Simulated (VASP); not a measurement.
A run of VASP 6.6.1 is set up as follows.

INCAR

```
PREC     = Accurate       # precision mode
ENCUT    = 600            # plane-wave cutoff, eV
EDIFF    = 1E-6           # SCF threshold, eV
ISMEAR   = 0              # smearing method
SIGMA    = 0.1            # smearing width, eV
LREAL    = False          # projectors in reciprocal space
LASPH    = True           # aspherical terms in the spheres
NELM     = 80             # most SCF steps
ALGO     = Normal         # electronic algorithm
ISIF     = 3              # what is computed and relaxed
LWAVE    = False          # write WAVECAR
LCHARG   = False          # write CHGCAR
GGA      = PE             # functional
IBRION   = 2              # ionic algorithm
NSW      = 100            # ionic steps
EDIFFG   = -0.01          # ionic threshold
```

KPOINTS

```
Automatic mesh
0
Gamma
  24 24 24
```

POSCAR

```
Ti
1.0
   -1.6281767370      1.6281767370      1.6281767370
    1.6281767370     -1.6281767370      1.6281767370
    1.6281767370      1.6281767370     -1.6281767370
Ti
1
Direct
    0.0000000000      0.0000000000      0.0000000000
```

Potentials or basis: VASP PAW PBE potentials, release 64 (Ti_sv).

The run is started by

```bash
$ cat potpaw_PBE.64/Ti_sv/POTCAR > POTCAR
$ mpirun -np 1 vasp_std > vasp.out
```

What does it give for the relaxed volume?

17.21 Å³/atom.

Predict the relaxed cell.

a = 2.817 Å, b = 2.817 Å, c = 2.817 Å, α = 109.47°, β = 109.47°, γ = 109.47°.

Predict the space group after relaxing (to 0.1 Å).

Im-3m (No. 229).

What does it give for the band gap on the k mesh?

Zero (bands 6 and 7 overlap by 1.67 eV).

Final structure:
```
Ti
1.0
    -1.62631    1.62631    1.62631
     1.62631   -1.62631    1.62631
     1.62631    1.62631   -1.62631
Ti
1
Cartesian
  0.0000 0.0000 0.0000
```
